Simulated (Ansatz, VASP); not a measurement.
**Two plane-wave programs on MgS**

```
Mg S
1.0
     0.00000    2.88749    2.88749
     2.88749    0.00000    2.88749
     2.88749    2.88749    0.00000
Mg S
1 1
Direct
  0.00000 0.00000 0.00000
  0.25000 0.25000 0.25000
```

Change from the starting cell: hydrostatic strain +2.0%.

Alike in both runs: task single point; functional HSE06; k mesh 6 × 6 × 6; no spin polarisation.

|  | VASP | Ansatz |
| --- | --- | --- |
| version | VASP 6.6.1 | Ansatz 0.2.0 |
| potentials or method | VASP PAW PBE potentials, release 64 (Mg, S) | plane waves, PAW |
| plane-wave cutoff (eV) | 520 | 420 |
| occupations | gaussian, width 0.01 eV | fixed |
| valence electrons in the cell | 8 | 16 |

|  | VASP | Ansatz | Ansatz less VASP |
| --- | --- | --- | --- |
| gap on the k mesh at the Fermi level (eV) | 4.20 | 4.22 | +0.018 |
| pressure (GPa) | -3.3 | -3.1 | +0.17 |

VASP's potentials hold 8 valence electrons a cell and Ansatz's 16, so a difference there can come from the potentials and not from the codes. Ansatz's warnings: stress exchange threshold loose, stress scf threshold loose.
